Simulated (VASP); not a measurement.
A run of VASP 6.6.1:

The input POSCAR:

```
NaI
1.0
    0.0000000000      3.2842090014      3.2842090014
    3.2842090014      0.0000000000      3.2842090014
    3.2842090014      3.2842090014      0.0000000000
Na I
1 1
Direct
    0.0000000000      0.0000000000      0.0000000000
    0.5000000000      0.5000000000      0.5000000000
```

The input INCAR.step1:

```
SYSTEM = NaI
PREC = Accurate ; ENCUT = 520
ISMEAR = 0 ; SIGMA = 0.01
LREAL = .False. ; LASPH = .True.
NELM = 100 ; NBANDS = 14
GGA = PE ; ALGO = Normal
EDIFF = 1E-4 ; LWAVE = .True.
LCHARG = .False.
```

The input INCAR.step2:

```
SYSTEM = NaI
PREC = Accurate ; ENCUT = 520
EDIFF = 1E-7 ; ISMEAR = 0
SIGMA = 0.01 ; LREAL = .False.
LASPH = .True. ; NELM = 100
ALGO = Normal ; ISIF = 2
LWAVE = .False. ; LCHARG = .False.
METAGGA = R2SCAN ; LMIXTAU = .True.
NBANDS = 14 ; ISTART = 1
```

KPOINTS

```
Automatic mesh
0
Gamma
  8 8 8
  0 0 0
```

Potentials or basis: VASP PAW PBE potentials, release 64 (Na_pv, I).

The run is started by

```sh
$ cat potpaw_PBE.64/Na_pv/POTCAR potpaw_PBE.64/I/POTCAR > POTCAR
$ cp INCAR.step1 INCAR
$ mpirun -np 1 vasp_std > vasp.out
$ cp INCAR.step2 INCAR
$ mpirun -np 1 vasp_std > vasp.out
```

Hardware: 1 thread of AMD EPYC 7R13 Processor (Zen 3) (shared host).

Problem. Estimate the wall time of this run.

Solution. Run time: 2.4 min on 1 thread of AMD EPYC 7R13 Processor (Zen 3), on a shared host, peak memory 0.2 GiB. Counts: k points 29.
